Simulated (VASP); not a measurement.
# PbO (P4/nmm) in VASP: further runs, part 2 of 2

VASP 6.6.1. Earlier steps stand in the parts before.

### Step 3. Single point, PBEsol

INCAR

```
SYSTEM = PbO
ALGO = Normal ; EDIFF = 1E-6
ENCUT = 520 ; GGA = PS
ISIF = 2 ; ISMEAR = 0
LASPH = .TRUE. ; LCHARG = .FALSE.
LREAL = .FALSE. ; LWAVE = .FALSE.
NBANDS = 28 ; NELM = 60
PREC = Accurate ; SIGMA = 0.02
```

KPOINTS

```
k-points
0
G
  8 8 6
  0 0 0
```

POSCAR

```
PbO
1.0
    3.9879609043      0.0000000000      0.0000000000
    0.0000000000      3.9879609043      0.0000000000
    0.0000000000      0.0000000000      5.0753363984
Pb O
2 2
Direct
    0.5000000000      0.0000000000      0.2333400086
    0.0000000000      0.5000000000      0.7666599914
    0.0000000000      0.0000000000      0.0000000000
    0.5000000000      0.5000000000      0.0000000000
```

Potentials or basis: VASP PAW PBE potentials, release 64 (Pb_d, O).

Started as:

```
$ cat potpaw_PBE.64/Pb_d/POTCAR potpaw_PBE.64/O/POTCAR > POTCAR
$ mpirun -np 1 vasp_std > vasp.out
```

OUTCAR:

```text
SYSTEM = PbO
   EDIFF = 1E-6
   ENCUT = 520
   GGA = PS
   ISIF = 2
   ISMEAR = 0
   LASPH = .TRUE.
   LREAL = .FALSE.
   NELM = 60
   PREC = Accurate

 ion  position               nearest neighbor table
   1  0.500  0.000  0.233-   3 2.32   4 2.32   4 2.32   3 2.32   2 3.68   2 3.68   2 3.68   2 3.68
                             2 3.91   2 3.91   2 3.91   2 3.91
   2  0.000  0.500  0.767-   3 2.32   4 2.32   3 2.32   4 2.32   1 3.68   1 3.68   1 3.68   1 3.68
                             1 3.91   1 3.91   1 3.91   1 3.91
   3  0.000  0.000  0.000-   1 2.32   2 2.32   2 2.32   1 2.32
[... 950 lines left out ...]
  --------------------------------------------------------------------------------------
  -------------------------------------------------------------------------------------
  Total        0.0518108      0.0518108      0.0577713      0.0000000      0.0000000      0.0000000
  in kB        1.0284044      1.0284044      1.1467161      0.0000000      0.0000000      0.0000000
  external PRESSURE =       1.0678416 kB  Pullay stress =       0.0000000 kB

 VOLUME and BASIS-vectors are now :
 -----------------------------------------------------------------------------
  energy-cutoff  :      520.00
  volume of cell :       80.72
      direct lattice vectors                 reciprocal lattice vectors
     3.987960904  0.000000000  0.000000000     0.250754715  0.000000000  0.000000000
     0.000000000  3.987960904  0.000000000     0.000000000  0.250754715  0.000000000
     0.000000000  0.000000000  5.075336398     0.000000000  0.000000000  0.197031275

 POSITION                                       TOTAL-FORCE (eV/Angst)
 -----------------------------------------------------------------------------------
      1.99398      0.00000      1.18428         0.000000      0.000000      0.043653
      0.00000      1.99398      3.89106         0.000000      0.000000     -0.043653
      0.00000      0.00000      0.00000         0.000000      0.000000      0.000000
      1.99398      1.99398      0.00000        -0.000000     -0.000000      0.000000
 -----------------------------------------------------------------------------------
    total drift:                                0.000000      0.000000     -0.000000

  FREE ENERGIE OF THE ION-ELECTRON SYSTEM (eV)
  ---------------------------------------------------
  free  energy   TOTEN  =       -22.8749260360 eV

  energy  without entropy=      -22.8749260360  energy(sigma->0) =      -22.87492604
```

OSZICAR:

```text
N       E                     dE             d eps       ncg     rms          rms(c)
DAV:   1     0.462228186491E+03    0.46223E+03   -0.19719E+04  3360   0.170E+03
DAV:   2     0.353952519092E+02   -0.42683E+03   -0.40954E+03  3464   0.448E+02
DAV:   3    -0.241407207691E+02   -0.59536E+02   -0.58023E+02  4240   0.181E+02
DAV:   4    -0.269087674885E+02   -0.27680E+01   -0.27560E+01  3900   0.408E+01
DAV:   5    -0.269944168512E+02   -0.85649E-01   -0.85639E-01  3824   0.773E+00    0.114E+01
DAV:   6    -0.230950968526E+02    0.38993E+01   -0.21700E+01  4968   0.376E+01    0.524E+00
DAV:   7    -0.229224834707E+02    0.17261E+00   -0.26007E+00  4096   0.113E+01    0.243E+00
DAV:   8    -0.228878973681E+02    0.34586E-01   -0.54524E-01  3640   0.474E+00    0.918E-01
DAV:   9    -0.228740601995E+02    0.13837E-01   -0.63258E-02  5384   0.201E+00    0.259E-01
DAV:  10    -0.228750481916E+02   -0.98799E-03   -0.11454E-02  3892   0.700E-01    0.684E-02
DAV:  11    -0.228749727068E+02    0.75485E-04   -0.13893E-03  5440   0.293E-01    0.602E-02
DAV:  12    -0.228749294159E+02    0.43291E-04   -0.21298E-04  4916   0.145E-01    0.166E-02
DAV:  13    -0.228749267547E+02    0.26612E-05   -0.37409E-05  3948   0.395E-02    0.696E-03
DAV:  14    -0.228749260360E+02    0.71871E-06   -0.32819E-06  3424   0.180E-02
   1 F= -.22874926E+02 E0= -.22874926E+02  d E =-.983964E-18
```

stdout:

```text
POSCAR found type information on POSCAR PbO
 POSCAR found :  2 types and       4 ions
 scaLAPACK will be used
 -----------------------------------------------------------------------------
|                                                                             |
|                                                                             |
|     You enforced a specific xc type in the INCAR file but a different       |
|     I HOPE YOU KNOW WHAT YOU ARE DOING!                                     |
|                                                                             |
 -----------------------------------------------------------------------------

 LDA part: xc-table for (Slater+PW92), standard interpolation
 POSCAR, INCAR and KPOINTS ok, starting setup
 FFT: planning ... GRIDC
 FFT: planning ... GRID_SOFT
 FFT: planning ... GRID
 WAVECAR not read
 entering main loop
```

Wall time 1.9 min (1 thread of Intel Xeon Platinum 8488C (Sapphire Rapids), shared host); peak memory 0.25 GiB.

What came out:

- Free energy: -22.8749 eV
- Pressure: 0.1 GPa
- Largest force: 0.044 eV/Å
- Band gap on the k mesh: 1.24 eV (least direct gap 2.20 eV)

Forces in eV/Å, atoms in the order of the input:
```
Pb   0.000  0.000  0.044
Pb   0.000  0.000 -0.044
O    0.000  0.000  0.000
O    0.000  0.000  0.000
```

Caveat: the PAW data sets were made with another functional, which shifts forces and pressure a little; spin-orbit coupling is left out, which moves the levels of the heavy elements.

### Step 4. Relaxation of cell and atoms, PBEsol

This run uses another cell than the first one, of 19.83 Å³/atom.

INCAR

```
PREC = Accurate
ENCUT = 600
EDIFF = 1E-6
ISMEAR = 0
SIGMA = 0.02
LREAL = F
LASPH = T
NELM = 100
ALGO = Normal
ISIF = 3
LWAVE = F
LCHARG = F
GGA = PS
IBRION = 2
NSW = 100
EDIFFG = -0.005
```

KPOINTS

```
Automatic mesh
0
Gamma
  8 8 6
```

POSCAR

```
PbO
1.0
    3.9780804971      0.0000000000      0.0000000000
    0.0000000000      3.9780804971      0.0000000000
    0.0000000000      0.0000000000      5.0127125567
Pb O
2 2
Direct
    0.5000000000      0.0000000000      0.2368000000
    0.0000000000      0.5000000000      0.7632000000
    0.0000000000      0.0000000000      0.0000000000
    0.5000000000      0.5000000000      0.0000000000
```

Potentials or basis: VASP PAW PBE potentials, release 64 (Pb_d, O).

Started as:

```
$ cat potpaw_PBE.64/Pb_d/POTCAR potpaw_PBE.64/O/POTCAR > POTCAR
$ mpirun -np 1 vasp_std > vasp.out
```

OUTCAR:

```text
PREC = Accurate
   ENCUT = 600
   EDIFF = 1E-6
   ISMEAR = 0
   LREAL = F
   LASPH = T
   NELM = 100
   ISIF = 3
   GGA = PS
   IBRION = 2
   NSW = 100
   EDIFFG = -0.005

 ion  position               nearest neighbor table
   1  0.500  0.000  0.237-   3 2.32   4 2.32   4 2.32   3 2.32   2 3.68   2 3.68   2 3.68   2 3.68
                             2 3.86   2 3.86   2 3.86   2 3.86
   2  0.000  0.500  0.763-   3 2.32   4 2.32   3 2.32   4 2.32   1 3.68   1 3.68   1 3.68   1 3.68
                             1 3.86   1 3.86   1 3.86   1 3.86
   3  0.000  0.000  0.000-   1 2.32   2 2.32   2 2.32   1 2.32
   4  0.500  0.500  0.000-   1 2.32   2 2.32   1 2.32   2 2.32

  LATTYP: Found a simple tetragonal cell.
 ALAT       =     3.9780804971
 C/A-ratio  =     1.2600832387

  Lattice vectors:

 A1 = (   3.9780804971,   0.0000000000,   0.0000000000)
[... 383 lines left out ...]
  free energy    TOTEN  =       -22.87788474 eV

  energy without entropy =      -22.87788474  energy(sigma->0) =      -22.87788474

 E-fermi :   4.9784     XC(G=0): -10.0137

 val. band max:        4.8485818327   @ k =   0.1250   0.0000   0.0000
 cond. band min:       6.0575017706   @ k =   0.5000   0.5000   0.0000
 fundamental gap:      1.2089199379
 Fermi energy:         4.9783515918

 k-point     1 :       0.0000    0.0000    0.0000
  band No.  band energies     occupation
      1     -13.4416      2.00000
      2     -12.8994      2.00000
      3     -11.0789      2.00000
      4     -11.0789      2.00000
      5     -11.0147      2.00000
      6     -10.9984      2.00000
[... 637 lines left out ...]
     23      10.5601      0.00000
     24      10.5601      0.00000

 [... further k-points ...]

------------------------ aborting loop because EDIFF is reached ----------------------------------------

  FORCE on cell =-STRESS in cart. coord.  units (eV):
  Direction    XX          YY          ZZ          XY          YZ          ZX
  --------------------------------------------------------------------------------------
  -------------------------------------------------------------------------------------
  Total       -0.0072384     -0.0072384      0.0170023      0.0000000      0.0000000      0.0000000
  in kB       -0.1443349     -0.1443349      0.3390268      0.0000000      0.0000000      0.0000000
  external PRESSURE =       0.0167856 kB  Pullay stress =       0.0000000 kB
[... 19 lines left out ...]
  FREE ENERGIE OF THE ION-ELECTRON SYSTEM (eV)
  ---------------------------------------------------
  free  energy   TOTEN  =       -22.8778847404 eV

  energy  without entropy=      -22.8778847404  energy(sigma->0) =      -22.87788474

 reached required accuracy - stopping structural energy minimisation
```

Wall time 20 min (1 thread of Intel Xeon Platinum 8488C (Sapphire Rapids), shared host); peak memory 0.29 GiB.

Results:

* Free energy: -22.8779 eV
* Relaxed volume: 20.09 Å³/atom
* Relaxed cell: a = 3.990 Å, b = 3.990 Å, c = 5.048 Å, α = 90.00°, β = 90.00°, γ = 90.00°
* Space group after relaxing (to 0.1 Å): P4/nmm (No. 129)
* Energy gained by relaxing: 0.3 meV/atom
* Ionic steps: 23
* Pressure after relaxing: 0.0 GPa
* Band gap on the k mesh: 1.21 eV (least direct gap 2.22 eV)

The path:
```csv
step,energy change (eV),largest force (eV/Å),pressure (GPa),volume (Å³)
1,0.0000,0.0285,0.49,79.33
2,-0.0003,0.1067,-0.30,80.02
3,-0.0006,0.0471,0.02,79.72
4,-0.0008,0.0277,0.03,79.81
5,-0.0009,0.0007,0.03,79.94
6,-0.0009,0.0076,-0.03,80.02
7,-0.0009,0.0136,-0.05,80.09
8,-0.0009,0.0259,-0.15,80.24
9,-0.0009,0.0192,-0.10,80.14
10,-0.0009,0.0186,-0.09,80.12
11,-0.0009,0.0153,-0.09,80.14
12,-0.0009,0.0127,-0.07,80.17
13,-0.0010,0.0075,-0.07,80.25
14,-0.0010,0.0028,-0.05,80.39
15,-0.0010,0.0055,-0.03,80.42
16,-0.0010,0.0097,-0.03,80.48
17,-0.0010,0.0057,-0.05,80.44
18,-0.0010,0.0048,-0.04,80.43
19,-0.0010,0.0064,-0.03,80.40
20,-0.0010,0.0102,0.04,80.30
21,-0.0010,0.0113,0.04,80.32
22,-0.0010,0.0093,0.02,80.36
23,-0.0011,0.0017,0.00,80.35
```

Final structure:
```
Pb O
1.0
     3.98970    0.00000    0.00000
     0.00000    3.98970    0.00000
     0.00000    0.00000    5.04781
Pb O
2 2
Cartesian
  1.9948 0.0000 1.1853
  0.0000 1.9948 3.8625
  0.0000 0.0000 0.0000
  1.9948 1.9948 0.0000
```

Caveat: the PAW data sets were made with another functional, which shifts forces and pressure a little; spin-orbit coupling is left out, which moves the levels of the heavy elements. A k mesh can miss the band edges.
